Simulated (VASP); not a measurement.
# RhC2 (Fm-3m) in VASP: notebook

The runs below take RhC2 through single point, with PBEsol.

Everything below comes from runs of VASP 6.6.1. Logs are shortened: lines on timing, memory, paths and dates and some standing lists are left out, and cuts for length are marked.

## 1. The cell of the first run

The structure is cubic, space group Fm-3m (No. 225). Conventional cell: a = 4.653 Å, b = 4.653 Å, c = 4.653 Å, α = 90.00°, β = 90.00°, γ = 90.00°. Within 2.7 Å of Rh (site symmetry m-3m) lie 8 C at 2.01 Å. C (site symmetry -43m) has 4 Rh at 2.01 Å and 6 C at 2.33 Å within 2.7 Å.

## 2. Single point, PBEsol

Input file INCAR:

```
PREC = Accurate ; ENCUT = 520
EDIFF = 1E-6 ; ISMEAR = 0
SIGMA = 0.05 ; LREAL = F
LASPH = T ; NELM = 100
ALGO = Normal ; ISIF = 2
LWAVE = F ; LCHARG = T
GGA = PS ; LELF = T
LVHAR = T ; NBANDS = 18
```

Input file KPOINTS:

```
regular mesh
0
Gamma
  12 12 12
```

Input file POSCAR:

```
RhC2
1.0
    0.0000000000      2.3265357719      2.3265357719
    2.3265357719      0.0000000000      2.3265357719
    2.3265357719      2.3265357719      0.0000000000
Rh C
1 2
Direct
    0.0000000000      0.0000000000      0.0000000000
    0.2500000000      0.2500000000      0.2500000000
    0.7500000000      0.7500000000      0.7500000000
```

Potentials or basis: VASP PAW PBE potentials, release 64 (Rh_pv, C).

On the command line:

```sh
$ cat potpaw_PBE.64/Rh_pv/POTCAR potpaw_PBE.64/C/POTCAR > POTCAR
$ mpirun -np 1 vasp_std > vasp.out
```

OUTCAR:

```text
PREC = Accurate
   ENCUT = 520
   EDIFF = 1E-6
   ISMEAR = 0
   LREAL = F
   LASPH = T
   NELM = 100
   ISIF = 2
   GGA = PS

 ion  position               nearest neighbor table
   1  0.000  0.000  0.000-   3 2.01   3 2.01   3 2.01   2 2.01   3 2.01   2 2.01   2 2.01   2 2.01

   2  0.250  0.250  0.250-   1 2.01   1 2.01   1 2.01   1 2.01
   3  0.750  0.750  0.750-   1 2.01   1 2.01   1 2.01   1 2.01

  LATTYP: Found a face centered cubic cell.
 ALAT       =     4.6530715438

  Lattice vectors:

 A1 = (   0.0000000000,   2.3265357719,   2.3265357719)
 A2 = (   2.3265357719,   0.0000000000,   2.3265357719)
 A3 = (   2.3265357719,   2.3265357719,   0.0000000000)

Analysis of symmetry for initial positions (statically):
=====================================================================
 Subroutine PRICEL returns:
 Original cell was already a primitive cell.

 Routine SETGRP: Setting up the symmetry group for a
 face centered cubic supercell.

 Subroutine GETGRP returns: Found 48 space group operations
 (whereof 48 operations were pure point group operations)
 out of a pool of 48 trial point group operations.

The static configuration has the point symmetry O_h .

Analysis of symmetry for dynamics (positions and initial velocities):
=====================================================================
 Subroutine PRICEL returns:
 Original cell was already a primitive cell.

 Routine SETGRP: Setting up the symmetry group for a
 face centered cubic supercell.

 Subroutine GETGRP returns: Found 48 space group operations
 (whereof 48 operations were pure point group operations)
 out of a pool of 48 trial point group operations.

The dynamic configuration has the point symmetry O_h .

 Subroutine INISYM returns: Found 48 space group operations
 (whereof 48 operations are pure point group operations),
 and found     1 'primitive' translations

----------------------------------------------------------------------------------------

                                     Primitive cell

  volume of cell :      25.1860

  direct lattice vectors                    reciprocal lattice vectors
     0.000000000  2.326535772  2.326535772    -0.214911804  0.214911804  0.214911804
     2.326535772  0.000000000  2.326535772     0.214911804 -0.214911804  0.214911804
     2.326535772  2.326535772  0.000000000     0.214911804  0.214911804 -0.214911804

  length of vectors
     3.290218442  3.290218442  3.290218442     0.372238164  0.372238164  0.372238164

  position of ions in fractional coordinates (direct lattice)
     0.000000000  0.000000000  0.000000000
     0.250000000  0.250000000  0.250000000
     0.750000000  0.750000000  0.750000000

  ion indices of the primitive-cell ions
   primitive index   ion index
                 1           1
                 2           2
                 3           3

----------------------------------------------------------------------------------------

 KPOINTS: regular mesh

Automatic generation of k-mesh.
 Grid dimensions read from file:
 generate k-points for:   12   12   12

 Generating k-lattice:

  Cartesian coordinates                     Fractional coordinates (reciprocal lattice)
    -0.017909317  0.017909317  0.017909317     0.083333333  0.000000000  0.000000000
     0.017909317 -0.017909317  0.017909317     0.000000000  0.083333333  0.000000000
     0.017909317  0.017909317 -0.017909317     0.000000000  0.000000000  0.083333333

  Length of vectors
     0.031019847  0.031019847  0.031019847

  Shift w.r.t. Gamma in fractional coordinates (k-lattice)
     0.000000000  0.000000000  0.000000000

 Subroutine IBZKPT returns following result:
 ===========================================

 Found     72 irreducible k-points:

 Following reciprocal coordinates:
            Coordinates               Weight
  0.000000  0.000000  0.000000      1.000000
  0.083333  0.000000  0.000000      8.000000
  0.166667  0.000000  0.000000      8.000000
  0.250000  0.000000  0.000000      8.000000
  0.333333  0.000000  0.000000      8.000000
  0.416667  0.000000  0.000000      8.000000
[... 16 lines left out ...]
  0.500000  0.166667  0.000000     24.000000
 -0.416667  0.166667  0.000000     24.000000
 [... further k-points ...]
   k-points           NKPTS =     72   k-points in BZ     NKDIM =     72   number of bands    NBANDS=     18
   number of dos      NEDOS =    301   number of ions     NIONS =      3
   total plane-waves  NPLWV =  13824
   dimension x,y,z NGX =    24 NGY =   24 NGZ =   24
   dimension x,y,z NGXF=    48 NGYF=   48 NGZF=   48
   ions per type =               1   2
   NGX,Y,Z   is equivalent  to a cutoff of  12.13, 12.13, 12.13 a.u.
   NGXF,Y,Z  is equivalent  to a cutoff of  24.25, 24.25, 24.25 a.u.
 SYSTEM =  unknown system
   PREC   = accura    normal or accurate (medium, high low for compatibility)
   ISTART =      0    job   : 0-new  1-cont  2-samecut
   ICHARG =      2    charge: 1-file 2-atom 10-const
   ISPIN  =      1    spin polarized calculation?
   LNONCOLLINEAR =      F non collinear calculations
   LSORBIT =      F    spin-orbit coupling
   LASPH  =      T    aspherical Exc in radial PAW
   ENCUT  =  520.0 eV  38.22 Ry    6.18 a.u.   6.12  6.12  6.12*2*pi/ulx,y,z
   NELM   =    100;   NELMIN=  2; NELMDL= -5     # of ELM steps
   EDIFF  = 0.1E-05   stopping-criterion for ELM
   LREAL  =      F    real-space projection
   EDIFFG = 0.1E-04   stopping-criterion for IOM
   NSW    =      0    number of steps for IOM
   IBRION =     -1    ionic relax: 0-MD 1-quasi-New 2-CG
   NFREE  =      0    steps in history (QN), initial steepest desc. (CG)
   ISIF   =      2    stress and relaxation
   ISYM   =      2    0-nonsym 1-usesym 2-fastsym
   POTIM  = 0.5000    time-step for ionic-motion
   TEBEG  =    0.0;   TEEND  =   0.0 temperature during run
   PSTRESS=    0.0 pullay stress
   NELECT =      23.0000    total number of electrons
   NUPDOWN=      -1.0000    fix difference up-down
   EMIN   =  10.00;   EMAX   =-10.00  energy-range for DOS
   EFERMI =   0.00;   METHOD = LEGACY
   ISMEAR =     0;   SIGMA  =   0.05  broadening in eV -4-tet -1-fermi 0-gaus
   EFERMI_NEDOS =   21; number of points for ismear=-14 and -15
   IALGO  =     38    algorithm
   IMIX   =      4    mixing-type and parameters
     AMIX     =   0.40;   BMIX     =  1.00
     AMIX_MAG =   1.60;   BMIX_MAG =  1.00
  volume/ion in A,a.u.               =       8.40        56.65
  Fermi-wavevector in a.u.,A,eV,Ry     =   1.588295  3.001441 34.323139  2.522680
  Thomas-Fermi vector in A             =   2.687320
   LORBIT       =      0    0 simple, 1 ext, 2 COOP (PROOUT), +10 PAW based schemes
   GGA     = PS    functional components
   LHFCALC =     F    Hartree Fock is set to
   AEXX    =    0.0000 exact exchange contribution
   IVDW    =     0    specifies the selected vdW correction
   LEPSILON=     F    determine dielectric tensor
   LRPA    =     F    only Hartree local field effects (RPA)
 non-spin polarized calculation
 Gauss-broadening in eV      SIGMA  =   0.05
  energy-cutoff  :      520.00
  volume of cell :       25.19
 maximum number of plane-waves:       700
   NGX = 13   NGY = 13   NGZ = 13

 number of electron      22.9999993 magnetization

 Free energy of the ion-electron system (eV)
  ---------------------------------------------------
  ext. energy  EPLUGINS =         0.00000000
  ---------------------------------------------------
  free energy    TOTEN  =       -21.29491997 eV

  energy without entropy =      -21.29262282  energy(sigma->0) =      -21.29377140

 E-fermi :  11.2149     XC(G=0): -13.8266

 val. band max:       11.2039309301   @ k =   0.2500   0.0000   0.0000
 cond. band min:      11.2500490990   @ k =   0.3333   0.1667   0.0000
 fundamental gap:      0.0461181690
 Fermi energy:        11.2149151228

 k-point     1 :       0.0000    0.0000    0.0000
  band No.  band energies     occupation
      1     -36.5040      2.00000
      2     -36.5040      2.00000
      3     -36.5040      2.00000
      4      -4.9917      2.00000
      5       2.7427      2.00000
      6       2.7427      2.00000
[... 10 lines left out ...]
     17      22.7532      0.00000
     18      22.7532      0.00000

 k-point     2 :       0.0833    0.0000    0.0000
  band No.  band energies     occupation
      1     -36.5125      2.00000
      2     -36.5054      2.00000
      3     -36.5054      2.00000
      4      -4.8537      2.00000
      5       2.3560      2.00000
      6       2.8265      2.00000
[... 10 lines left out ...]
     17      22.8326      0.00000
     18      23.1230      0.00000

 k-point     3 :       0.1667    0.0000    0.0000
  band No.  band energies     occupation
      1     -36.5356      2.00000
      2     -36.5091      2.00000
      3     -36.5091      2.00000
      4      -4.4549      2.00000
      5       1.6055      2.00000
      6       3.0555      2.00000
[... 10 lines left out ...]
     17      23.0946      0.00000
     18      24.1021      0.00000

 k-point     4 :       0.2500    0.0000    0.0000
  band No.  band energies     occupation
      1     -36.5670      2.00000
      2     -36.5142      2.00000
      3     -36.5142      2.00000
      4      -3.8464      2.00000
      5       0.8795      2.00000
      6       3.3583      2.00000
[... 375 lines left out ...]
      4      -2.4296      2.00000
      5      -0.0032      2.00000
      6       3.6538      2.00000
[... 10 lines left out ...]
     17      22.4469      0.00000
     18      27.5482      0.00000

 k-point    23 :       0.5000    0.1667    0.0000
  band No.  band energies     occupation
      1     -36.6175      2.00000
      2     -36.5428      2.00000
      3     -36.5317      2.00000
      4      -1.8799      2.00000
      5      -0.2416      2.00000
      6       3.5274      2.00000
[... 10 lines left out ...]
     17      22.6878      0.00000
     18      27.6699      0.00000

 k-point    24 :      -0.4167    0.1667    0.0000
  band No.  band energies     occupation
      1     -36.6186      2.00000
      2     -36.5469      2.00000
      3     -36.5292      2.00000
      4      -1.8016      2.00000
      5      -0.2626      2.00000
      6       3.4247      2.00000
[... 10 lines left out ...]
     17      22.8933      0.00000
     18      27.7562      0.00000

 [... further k-points ...]

------------------------ aborting loop because EDIFF is reached ----------------------------------------

  FORCE on cell =-STRESS in cart. coord.  units (eV):
  Direction    XX          YY          ZZ          XY          YZ          ZX
  --------------------------------------------------------------------------------------
  -------------------------------------------------------------------------------------
  Total        8.7365136      8.7365136      8.7365136     -0.0000000     -0.0000000     -0.0000000
  in kB      555.7628869    555.7628869    555.7628869     -0.0000000     -0.0000000     -0.0000000
  external PRESSURE =     555.7628869 kB  Pullay stress =       0.0000000 kB

 VOLUME and BASIS-vectors are now :
 -----------------------------------------------------------------------------
  energy-cutoff  :      520.00
  volume of cell :       25.19
      direct lattice vectors                 reciprocal lattice vectors
     0.000000000  2.326535772  2.326535772    -0.214911804  0.214911804  0.214911804
     2.326535772  0.000000000  2.326535772     0.214911804 -0.214911804  0.214911804
     2.326535772  2.326535772  0.000000000     0.214911804  0.214911804 -0.214911804

 POSITION                                       TOTAL-FORCE (eV/Angst)
 -----------------------------------------------------------------------------------
      0.00000      0.00000      0.00000         0.000000      0.000000      0.000000
      1.16327      1.16327      1.16327        -0.000000     -0.000000     -0.000000
      3.48980      3.48980      3.48980         0.000000      0.000000     -0.000000
 -----------------------------------------------------------------------------------
    total drift:                               -0.000000      0.000000      0.000000

  FREE ENERGIE OF THE ION-ELECTRON SYSTEM (eV)
  ---------------------------------------------------
  free  energy   TOTEN  =       -21.2949199699 eV

  energy  without entropy=      -21.2926228228  energy(sigma->0) =      -21.29377140
```

It took 9.1 s on 1 thread of Intel Xeon 6975P-C (Granite Rapids), shared host; peak memory 0.15 GiB.

Results:

| Property | Result |
| --- | --- |
| Free energy | -21.2949 eV |
| Pressure | 55.6 GPa |
| Band gap on the k mesh | zero (an odd number of electrons rules out a gap without spin polarisation) |

Caveat: the cell stands under pressure; the PAW data sets were made with another functional, which shifts forces and pressure a little.

## 3. Single point, PBEsol (9.40 Å³/atom)

This run uses another cell than the first one, of 9.40 Å³/atom.

Input file INCAR:

```
PREC     = Accurate       # precision mode
ENCUT    = 520            # plane-wave cutoff, eV
EDIFF    = 1E-7           # SCF threshold, eV
ISMEAR   = 0              # smearing method
SIGMA    = 0.05           # smearing width, eV
LREAL    = False          # projectors in reciprocal space
LASPH    = True           # aspherical terms in the spheres
NELM     = 100            # most SCF steps
ALGO     = Normal         # electronic algorithm
ISIF     = 2              # what is computed and relaxed
LWAVE    = False          # write WAVECAR
LCHARG   = False          # write CHGCAR
GGA      = PS             # functional
NBANDS   = 18             # bands
```

KPOINTS is that of step 2.

Input file POSCAR:

```
RhC2
1.0
    0.0000000000      2.4161046547      2.4161046547
    2.4161046547      0.0000000000      2.4161046547
    2.4161046547      2.4161046547      0.0000000000
Rh C
1 2
Direct
    0.0000000000      0.0000000000      0.0000000000
    0.2500000000      0.2500000000      0.2500000000
    0.7500000000      0.7500000000      0.7500000000
```

Potentials or basis: VASP PAW PBE potentials, release 64 (Rh_pv, C).

On the command line:

```sh
$ cat potpaw_PBE.64/Rh_pv/POTCAR potpaw_PBE.64/C/POTCAR > POTCAR
$ mpirun -np 1 vasp_std > vasp.out
```

It took 20 s on 1 thread of Intel Xeon 6975P-C (Granite Rapids), shared host; peak memory 0.17 GiB.

It converged, with:

- Free energy: -21.8647 eV
- Pressure: 9.0 GPa
- Band gap on the k mesh: zero (an odd number of electrons rules out a gap without spin polarisation)

Levels at points of the mesh, in eV from the Fermi level:
| k point | band 10 | band 11 | band 12 | band 13 | band 14 | band 15 |
| --- | --- | --- | --- | --- | --- | --- |
| (0.00, 0.00, 0.00) | -2.92 | 2.19 | 2.19 | 2.19 | 5.51 | 5.51 |
| (0.50, 0.00, 0.00) | -2.53 | -0.87 | -0.87 | -0.41 | 3.37 | 5.40 |
| (0.50, 0.50, 0.00) | -3.77 | -2.14 | -1.16 | 2.70 | 4.01 | 5.97 |

Caveat: the cell stands under pressure; the PAW data sets were made with another functional, which shifts forces and pressure a little.

(Continued in part 2 of 2.)
